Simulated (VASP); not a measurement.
Input of a VASP 6.6.1 run:

File POSCAR:

```
Zn
1.0
    0.0000000000      1.9647800000      1.9647800000
    1.9647800000      0.0000000000      1.9647800000
    1.9647800000      1.9647800000      0.0000000000
Zn
1
Direct
    0.0000000000      0.0000000000      0.0000000000
```

Contents of INCAR.step1:

```
SYSTEM = Zn
ALGO = Normal
EDIFF = 1E-4
ENCUT = 600
GGA = PE
ISMEAR = 0
LASPH = .True.
LCHARG = .False.
LREAL = .False.
LWAVE = .True.
NELM = 100
PREC = Accurate
SIGMA = 0.1
```

The input INCAR.step2:

```
SYSTEM = Zn
ALGO = Normal
EDIFF = 1E-6
EDIFFG = -0.01
ENCUT = 600
IBRION = 2
ISIF = 3
ISMEAR = 0
ISTART = 1
LASPH = .True.
LCHARG = .False.
LMIXTAU = .True.
LREAL = .False.
LWAVE = .False.
METAGGA = R2SCAN
NELM = 100
NSW = 80
PREC = Accurate
SIGMA = 0.1
```

File KPOINTS:

```
k-points
0
Gamma
  11 11 11
  0 0 0
```

Potentials or basis: VASP PAW PBE potentials, release 64 (Zn).

Launch:

```sh
$ cat potpaw_PBE.64/Zn/POTCAR > POTCAR
$ cp INCAR.step1 INCAR
$ mpirun -np 1 vasp_std > vasp.out
$ cp INCAR.step2 INCAR
$ mpirun -np 1 vasp_std > vasp.out
```

Problem. Predict the space group after relaxing (to 0.05 Å).

Solution. Fm-3m (No. 225).

Problem. Predict the band gap on the k mesh.

Solution. Zero (band 6 reaches 5.02 eV, above the bottom of band 7 at 2.34 eV).

Problem. What does it give for the relaxed volume?

Solution. 14.40 Å³/atom.

The path:
| step | energy change (eV) | largest force (eV/Å) | pressure (GPa) | volume (Å³) |
| --- | --- | --- | --- | --- |
| 1 | 0.0000 | 0.0000 | -3.75 | 15.17 |
| 2 | -0.0106 | 0.0000 | -0.09 | 14.40 |

Caveat: the PAW data sets were made with another functional, which shifts forces and pressure a little.
